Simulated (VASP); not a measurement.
Set up this calculation in VASP 6.6.1, as the native input.

```
Task                   : electric field gradients
Functional             : PBEsol
Potentials or basis    : VASP PAW PBE potentials, release 64 (Cd)
Cutoff                 : 520 eV
k mesh                 : 16 × 16 × 7
Occupations            : fermi-dirac, width 0.05 eV
Spin                   : no spin polarisation
Dipole correction      : no
Further INCAR settings : ALGO = Normal; EDIFF = 1e-08; NBANDS = 19
```

The structure of Cd lies in POSCAR:

```
Cd
1.0
    2.9386125390      0.0000000000      0.0000000000
   -1.4693062694      2.5449131106      0.0000000000
    0.0000000000      0.0000000000      5.5417265038
Cd
2
Direct
    0.3333333333      0.6666666667      0.2500000000
    0.6666666667      0.3333333333      0.7500000000
```

This cell differs from its parent crystal: volume scaled by 0.96.

These files were run (other wordings do the same):

INCAR

```
PREC     = Accurate       # precision mode
ENCUT    = 520            # plane-wave cutoff, eV
EDIFF    = 1E-8           # SCF threshold, eV
ISMEAR   = -1             # smearing method
SIGMA    = 0.05           # smearing width, eV
LREAL    = False          # projectors in reciprocal space
LASPH    = True           # aspherical terms in the spheres
NELM     = 100            # most SCF steps
ALGO     = Normal         # electronic algorithm
ISIF     = 2              # what is computed and relaxed
LWAVE    = False          # write WAVECAR
LCHARG   = False          # write CHGCAR
GGA      = PS             # functional
LEFG     = True         
NBANDS   = 19             # bands
```

KPOINTS

```
Automatic mesh
0
Gamma
  16 16 7
```

Potentials or basis: VASP PAW PBE potentials, release 64 (Cd).

Command:

```bash
$ cat potpaw_PBE.64/Cd/POTCAR > POTCAR
$ mpirun -np 1 vasp_std > vasp.out
```

Results of the run:

```
Pressure               : 1.3 GPa
Band gap on the k mesh : zero (band 12 reaches 4.06 eV, above the bottom of band 13 at 0.08 eV)
```

Caveat: without QUAD_EFG the Cq values of the log hold for a quadrupole moment of 1 mb, not for the nuclei; the PAW data sets were made with another functional, which shifts forces and pressure a little.

Run time: 62 s on 1 thread of Intel(R) Xeon(R) Platinum 8259CL CPU @ 2.50GHz (Skylake/Cascade Lake), with other jobs on the host, peak memory 0.21 GiB.
